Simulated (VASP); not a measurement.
# W (Pm-3m) in VASP: notebook

W is run at these levels: r2SCAN; tasks: single point.

All numbers are computed with VASP 6.6.1; they aren't measurements. Logs are shortened: lines on timing, memory, paths and dates and some standing lists are left out, and cuts for length are marked.

### Step 1. The cell of the first run

The structure is cubic, space group Pm-3m (No. 221). Conventional cell: a = 2.513 Å, b = 2.513 Å, c = 2.513 Å, α = 90.00°, β = 90.00°, γ = 90.00°. W (site symmetry m-3m) has 6 W at 2.51 Å within 3.3 Å.

### Step 2. Single point, r2SCAN (volume scaled by 0.88)

POSCAR

```
W
1.0
    2.5126175962      0.0000000000      0.0000000000
    0.0000000000      2.5126175962      0.0000000000
    0.0000000000      0.0000000000      2.5126175962
W
1
Direct
    0.0000000000      0.0000000000      0.0000000000
```

INCAR.step1

```
PREC = Accurate ; ENCUT = 520
ISMEAR = -1 ; SIGMA = 0.1
LREAL = F ; LASPH = T
NELM = 100 ; NBANDS = 13
GGA = PE ; ALGO = Normal
EDIFF = 1E-4 ; LWAVE = T
LCHARG = F
```

INCAR.step2

```
PREC = Accurate ; ENCUT = 520
EDIFF = 1E-7 ; ISMEAR = -1
SIGMA = 0.1 ; LREAL = F
LASPH = T ; NELM = 100
ALGO = Normal ; ISIF = 2
LWAVE = F ; LCHARG = F
METAGGA = R2SCAN ; LMIXTAU = T
NBANDS = 13 ; ISTART = 1
```

KPOINTS

```
regular mesh
0
Gamma
  13 13 13
```

Potentials or basis: VASP PAW PBE potentials, release 64 (W_sv).

Launch:

```
$ cat potpaw_PBE.64/W_sv/POTCAR > POTCAR
$ cp INCAR.step1 INCAR
$ mpirun -np 1 vasp_std > vasp.out
$ cp INCAR.step2 INCAR
$ mpirun -np 1 vasp_std > vasp.out
```

OUTCAR:

```text
PREC = Accurate
   ENCUT = 520
   EDIFF = 1E-7
   ISMEAR = -1
   LREAL = F
   LASPH = T
   NELM = 100
   ISIF = 2
   METAGGA = R2SCAN
   ISTART = 1

 ion  position               nearest neighbor table
   1  0.000  0.000  0.000-

  LATTYP: Found a simple cubic cell.
 ALAT       =     2.5126175962

  Lattice vectors:

 A1 = (   2.5126175962,   0.0000000000,   0.0000000000)
 A2 = (   0.0000000000,   2.5126175962,   0.0000000000)
 A3 = (   0.0000000000,   0.0000000000,   2.5126175962)

Analysis of symmetry for initial positions (statically):
=====================================================================
 Subroutine PRICEL returns:
 Original cell was already a primitive cell.

 Routine SETGRP: Setting up the symmetry group for a
 simple cubic supercell.

 Subroutine GETGRP returns: Found 48 space group operations
 (whereof 48 operations were pure point group operations)
 out of a pool of 48 trial point group operations.

The static configuration has the point symmetry O_h .

Analysis of symmetry for dynamics (positions and initial velocities):
=====================================================================
 Subroutine PRICEL returns:
 Original cell was already a primitive cell.

 Routine SETGRP: Setting up the symmetry group for a
 simple cubic supercell.

 Subroutine GETGRP returns: Found 48 space group operations
 (whereof 48 operations were pure point group operations)
 out of a pool of 48 trial point group operations.

The dynamic configuration has the point symmetry O_h .

 Subroutine INISYM returns: Found 48 space group operations
 (whereof 48 operations are pure point group operations),
 and found     1 'primitive' translations

----------------------------------------------------------------------------------------

                                     Primitive cell

  volume of cell :      15.8628

  direct lattice vectors                    reciprocal lattice vectors
     2.512617596  0.000000000  0.000000000     0.397991322  0.000000000  0.000000000
     0.000000000  2.512617596  0.000000000     0.000000000  0.397991322  0.000000000
     0.000000000  0.000000000  2.512617596     0.000000000  0.000000000  0.397991322

  length of vectors
     2.512617596  2.512617596  2.512617596     0.397991322  0.397991322  0.397991322

  position of ions in fractional coordinates (direct lattice)
     0.000000000  0.000000000  0.000000000

  ion indices of the primitive-cell ions
   primitive index   ion index
                 1           1

----------------------------------------------------------------------------------------

 KPOINTS: regular mesh

Automatic generation of k-mesh.
 Grid dimensions read from file:
 generate k-points for:   13   13   13

 Generating k-lattice:

  Cartesian coordinates                     Fractional coordinates (reciprocal lattice)
     0.030614717  0.000000000  0.000000000     0.076923077  0.000000000  0.000000000
     0.000000000  0.030614717  0.000000000     0.000000000  0.076923077  0.000000000
     0.000000000  0.000000000  0.030614717     0.000000000  0.000000000  0.076923077

  Length of vectors
     0.030614717  0.030614717  0.030614717

  Shift w.r.t. Gamma in fractional coordinates (k-lattice)
     0.000000000  0.000000000  0.000000000

 Subroutine IBZKPT returns following result:
 ===========================================

 Found     84 irreducible k-points:

 Following reciprocal coordinates:
            Coordinates               Weight
  0.000000  0.000000  0.000000      1.000000
  0.076923  0.000000  0.000000      6.000000
  0.153846  0.000000  0.000000      6.000000
  0.230769  0.000000  0.000000      6.000000
  0.307692  0.000000  0.000000      6.000000
  0.384615  0.000000  0.000000      6.000000
[... 16 lines left out ...]
  0.307692  0.307692  0.000000     12.000000
  0.384615  0.307692  0.000000     24.000000
 [... further k-points ...]
   k-points           NKPTS =     84   k-points in BZ     NKDIM =     84   number of bands    NBANDS=     13
   number of dos      NEDOS =    301   number of ions     NIONS =      1
   total plane-waves  NPLWV =   8000
   dimension x,y,z NGX =    20 NGY =   20 NGZ =   20
   dimension x,y,z NGXF=    40 NGYF=   40 NGZF=   40
   ions per type =               1
   NGX,Y,Z   is equivalent  to a cutoff of  13.23, 13.23, 13.23 a.u.
   NGXF,Y,Z  is equivalent  to a cutoff of  26.47, 26.47, 26.47 a.u.
 SYSTEM =  unknown system
   PREC   = accura    normal or accurate (medium, high low for compatibility)
   ISTART =      1    job   : 0-new  1-cont  2-samecut
   ICHARG =      0    charge: 1-file 2-atom 10-const
   ISPIN  =      1    spin polarized calculation?
   LNONCOLLINEAR =      F non collinear calculations
   LSORBIT =      F    spin-orbit coupling
   LASPH  =      T    aspherical Exc in radial PAW
   ENCUT  =  520.0 eV  38.22 Ry    6.18 a.u.   4.67  4.67  4.67*2*pi/ulx,y,z
   NELM   =    100;   NELMIN=  2; NELMDL=  0     # of ELM steps
   EDIFF  = 0.1E-06   stopping-criterion for ELM
   LREAL  =      F    real-space projection
   EDIFFG = 0.1E-05   stopping-criterion for IOM
   NSW    =      0    number of steps for IOM
   IBRION =     -1    ionic relax: 0-MD 1-quasi-New 2-CG
   NFREE  =      0    steps in history (QN), initial steepest desc. (CG)
   ISIF   =      2    stress and relaxation
   ISYM   =      2    0-nonsym 1-usesym 2-fastsym
   POTIM  = 0.5000    time-step for ionic-motion
   TEBEG  =    0.0;   TEEND  =   0.0 temperature during run
   PSTRESS=    0.0 pullay stress
   NELECT =      14.0000    total number of electrons
   NUPDOWN=      -1.0000    fix difference up-down
   EMIN   =  10.00;   EMAX   =-10.00  energy-range for DOS
   EFERMI =   0.00;   METHOD = LEGACY
   ISMEAR =    -1;   SIGMA  =   0.10  broadening in eV -4-tet -1-fermi 0-gaus
   EFERMI_NEDOS =   21; number of points for ismear=-14 and -15
   IALGO  =     38    algorithm
   IMIX   =      4    mixing-type and parameters
     AMIX     =   0.40;   BMIX     =  1.00
     AMIX_MAG =   1.60;   BMIX_MAG =  1.00
  volume/ion in A,a.u.               =      15.86       107.05
  Fermi-wavevector in a.u.,A,eV,Ry     =   1.570331  2.967495 33.551129  2.465938
  Thomas-Fermi vector in A             =   2.672080
   LORBIT       =      0    0 simple, 1 ext, 2 COOP (PROOUT), +10 PAW based schemes
   METAGGA = R2SCAN    functional components
   LHFCALC =     F    Hartree Fock is set to
   AEXX    =    0.0000 exact exchange contribution
   IVDW    =     0    specifies the selected vdW correction
   LEPSILON=     F    determine dielectric tensor
   LRPA    =     F    only Hartree local field effects (RPA)
 non-spin polarized calculation
  energy-cutoff  :      520.00
  volume of cell :       15.86
 maximum number of plane-waves:       449
 NGX is ok and might be reduce to    20
   NGX =  9   NGY =  9   NGZ =  9

 number of electron      13.9999995 magnetization

 Free energy of the ion-electron system (eV)
  ---------------------------------------------------
  ext. energy  EPLUGINS =         0.00000000
  ---------------------------------------------------
  free energy    TOTEN  =       -49.58556567 eV

  energy without entropy =      -49.56830726  energy(sigma->0) =      -49.57693646

 E-fermi :  11.2959     XC(G=0): -14.7303

 val. band max:       11.1396145823   @ k =   0.4615   0.3846   0.1538
 cond. band min:      11.3483908734   @ k =   0.3846   0.3077   0.1538
 fundamental gap:      0.2087762911
 Fermi energy:        11.2959026290

 k-point     1 :       0.0000    0.0000    0.0000
  band No.  band energies     occupation
      1     -64.7567      2.00000
      2     -27.4143      2.00000
      3     -27.4143      2.00000
      4     -27.4143      2.00000
      5       1.4749      2.00000
      6       5.6828      2.00000
      7       5.6828      2.00000
      8      17.2205      0.00000
      9      17.2205      0.00000
     10      17.2205      0.00000
     11      28.1502      0.00000
     12      28.1502      0.00000
     13      28.1502      0.00000

 k-point     2 :       0.0769    0.0000    0.0000
  band No.  band energies     occupation
      1     -64.7459      2.00000
      2     -27.5463      2.00000
      3     -27.4035      2.00000
      4     -27.4035      2.00000
      5       1.7095      2.00000
      6       5.7450      2.00000
      7       5.9553      2.00000
      8      16.7981      0.00000
      9      16.7981      0.00000
     10      17.2488      0.00000
     11      26.9824      0.00000
     12      28.6722      0.00000
     13      28.6722      0.00000

 k-point     3 :       0.1538    0.0000    0.0000
  band No.  band energies     occupation
      1     -64.7159      2.00000
      2     -27.9018      2.00000
      3     -27.3733      2.00000
      4     -27.3733      2.00000
      5       2.3309      2.00000
      6       5.9221      2.00000
      7       6.7646      2.00000
      8      15.7893      0.00000
      9      15.7893      0.00000
     10      17.3280      0.00000
     11      24.8328      0.00000
     12      29.9500      0.00000
     13      29.9500      0.00000

 k-point     4 :       0.2308    0.0000    0.0000
  band No.  band energies     occupation
      1     -64.6734      2.00000
      2     -28.3802      2.00000
      3     -27.3305      2.00000
      4     -27.3305      2.00000
      5       3.1623      2.00000
      6       6.1839      2.00000
      7       8.0049      2.00000
      8      14.6234      0.00000
      9      14.6234      0.00000
     10      17.4416      0.00000
     11      22.8960      0.00000
     12      30.1006      0.00000
     13      31.4946      0.00000

 k-point     5 :       0.3077    0.0000    0.0000
  band No.  band energies     occupation
      1     -64.6280      2.00000
      2     -28.8624      2.00000
      3     -27.2846      2.00000
      4     -27.2846      2.00000
      5       4.0514      2.00000
      6       6.4797      2.00000
      7       9.3168      2.00000
      8      13.5857      0.00000
      9      13.5857      0.00000
     10      17.5650      0.00000
     11      21.7444      0.00000
     12      28.1923      0.00000
     13      32.9863      0.00000
[... 257 lines left out ...]
 k-point    22 :       0.4615    0.2308    0.0000
  band No.  band energies     occupation
      1     -64.4878      2.00000
      2     -29.3238      2.00000
      3     -28.1360      2.00000
      4     -27.1453      2.00000
      5       6.5040      2.00000
      6       6.9323      2.00000
      7       9.9641      2.00000
      8      12.8428      0.00000
      9      14.9494      0.00000
     10      15.4647      0.00000
     11      22.4055      0.00000
     12      29.2520      0.00000
     13      29.6177      0.00000

 k-point    23 :       0.3077    0.3077    0.0000
  band No.  band energies     occupation
      1     -64.5018      2.00000
      2     -28.7065      2.00000
      3     -28.6522      2.00000
      4     -27.1598      2.00000
      5       5.7382      2.00000
      6       7.1709      2.00000
      7      11.7382      0.02372
      8      12.6274      0.00000
      9      13.9817      0.00000
     10      14.4181      0.00000
     11      23.3918      0.00000
     12      26.2294      0.00000
     13      31.0797      0.00000

 k-point    24 :       0.3846    0.3077    0.0000
  band No.  band energies     occupation
      1     -64.4647      2.00000
      2     -29.0500      2.00000
      3     -28.6241      2.00000
      4     -27.1229      2.00000
      5       5.7197      2.00000
      6       7.0750      2.00000
      7      12.2164      0.00020
      8      13.4440      0.00000
      9      14.3237      0.00000
     10      14.4121      0.00000
     11      22.5272      0.00000
     12      27.0126      0.00000
     13      30.5598      0.00000

 [... further k-points ...]
[... 5 lines left out ...]
  --------------------------------------------------------------------------------------
  -------------------------------------------------------------------------------------
  Total        3.8070372      3.8070372      3.8070372     -0.0000000     -0.0000000      0.0000000
  in kB      384.5196255    384.5196255    384.5196255     -0.0000000     -0.0000000      0.0000000
  external PRESSURE =     384.5196255 kB  Pullay stress =       0.0000000 kB

 VOLUME and BASIS-vectors are now :
 -----------------------------------------------------------------------------
  energy-cutoff  :      520.00
  volume of cell :       15.86
      direct lattice vectors                 reciprocal lattice vectors
     2.512617596  0.000000000  0.000000000     0.397991322  0.000000000  0.000000000
     0.000000000  2.512617596  0.000000000     0.000000000  0.397991322  0.000000000
     0.000000000  0.000000000  2.512617596     0.000000000  0.000000000  0.397991322

 POSITION                                       TOTAL-FORCE (eV/Angst)
 -----------------------------------------------------------------------------------
      0.00000      0.00000      0.00000         0.000000      0.000000      0.000000
 -----------------------------------------------------------------------------------
    total drift:                                0.000000      0.000000      0.000000

  FREE ENERGIE OF THE ION-ELECTRON SYSTEM (eV)
  ---------------------------------------------------
  free  energy   TOTEN  =       -49.5855656667 eV

  energy  without entropy=      -49.5683072589  energy(sigma->0) =      -49.57693646
```

It took 48 s on 1 thread of Intel Xeon Platinum 8375C at 2.90GHz (Ice Lake), shared host; peak memory 0.14 GiB.

What came out:

- Free energy: -49.5856 eV
- Pressure: 38.5 GPa
- Band gap on the k mesh: zero (band 7 reaches 13.57 eV, above the bottom of band 8 at 10.27 eV)

Caveat: the PAW data sets were made with another functional, which shifts forces and pressure a little; spin-orbit coupling is left out, which moves the levels of the heavy elements.

### Step 3. Single point, r2SCAN (volume scaled by 0.92)

POSCAR

```
W
1.0
    2.5501248811      0.0000000000      0.0000000000
    0.0000000000      2.5501248811      0.0000000000
    0.0000000000      0.0000000000      2.5501248811
W
1
Direct
    0.0000000000      0.0000000000      0.0000000000
```

INCAR.step1

```
SYSTEM = W
PREC = Accurate
ENCUT = 520
ISMEAR = -1
SIGMA = 0.1
LREAL = .False.
LASPH = .True.
NELM = 100
NBANDS = 13
GGA = PE
ALGO = Normal
EDIFF = 1E-4
LWAVE = .True.
LCHARG = .False.
```

INCAR.step2

```
SYSTEM = W
PREC = Accurate
ENCUT = 520
EDIFF = 1E-6
ISMEAR = -1
SIGMA = 0.1
LREAL = .False.
LASPH = .True.
NELM = 100
ALGO = Normal
ISIF = 2
LWAVE = .False.
LCHARG = .False.
METAGGA = R2SCAN
LMIXTAU = .True.
NBANDS = 13
ISTART = 1
```

KPOINTS

```
regular mesh
0
Gamma
  13 13 13
  0 0 0
```

Potentials or basis: VASP PAW PBE potentials, release 64 (W_sv).

Launch:

```
$ cat potpaw_PBE.64/W_sv/POTCAR > POTCAR
$ cp INCAR.step1 INCAR
$ mpirun -np 1 vasp_std > vasp.out
$ cp INCAR.step2 INCAR
$ mpirun -np 1 vasp_std > vasp.out
```

It took 44 s on 1 thread of Intel Xeon Platinum 8375C at 2.90GHz (Ice Lake), shared host; peak memory 0.13 GiB.

The run converged. Its results:

```yaml
Free_energy: -49.7228 eV
Pressure: 22.9 GPa
Band_gap_on_the_k_mesh: zero (band 7 reaches 12.85 eV, above the bottom of band 8 at 9.72 eV)
```

Levels at points of the mesh, in eV from the Fermi level:
```
           k point  band 5  band 6  band 7  band 8  band 9  band 10
(0.00, 0.00, 0.00)   -9.59   -5.32   -5.32    5.61    5.61     5.61
```

Caveat: the PAW data sets were made with another functional, which shifts forces and pressure a little; spin-orbit coupling is left out, which moves the levels of the heavy elements.
